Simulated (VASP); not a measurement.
A run of VASP 6.6.1:

The input INCAR:

```
PREC = Accurate ; ENCUT = 520
EDIFF = 1E-6 ; ISMEAR = 0
SIGMA = 0.1 ; LREAL = False
LASPH = True ; NELM = 60
ALGO = Normal ; ISIF = 2
LWAVE = False ; LCHARG = False
GGA = PE ; NBANDS = 24
```

The input KPOINTS:

```
regular mesh
0
Gamma
  6 6 4
```

Contents of POSCAR:

```
Ti2B3
1.0
    3.4629404300      0.0000000000      0.0000000000
    0.0000000000      3.4629404300      0.0000000000
    0.0000000000      0.0000000000      4.8107078400
Ti B
2 3
Direct
    0.0000000000      0.5000000000      0.0000000000
    0.5000000000      0.0000000000      0.0000000000
    0.5000000000      0.5000000000      0.8237833600
    0.5000000000      0.5000000000      0.1762166400
    0.0000000000      0.0000000000      0.0000000000
```

Potentials or basis: VASP PAW PBE potentials, release 64 (Ti_sv, B).

The run is started by

```sh
$ cat potpaw_PBE.64/Ti_sv/POTCAR potpaw_PBE.64/B/POTCAR > POTCAR
$ mpirun -np 1 vasp_std > vasp.out
```

Hardware: 1 thread of Intel(R) Xeon(R) 6975P-C (Granite Rapids) (shared host).

**Question.** Estimate the wall time of this run.

**Answer.** Run time: 23 s on 1 thread of Intel(R) Xeon(R) 6975P-C (Granite Rapids) (shared host), peak memory 0.19 GiB. Counts: scf iterations 16, k points 30.
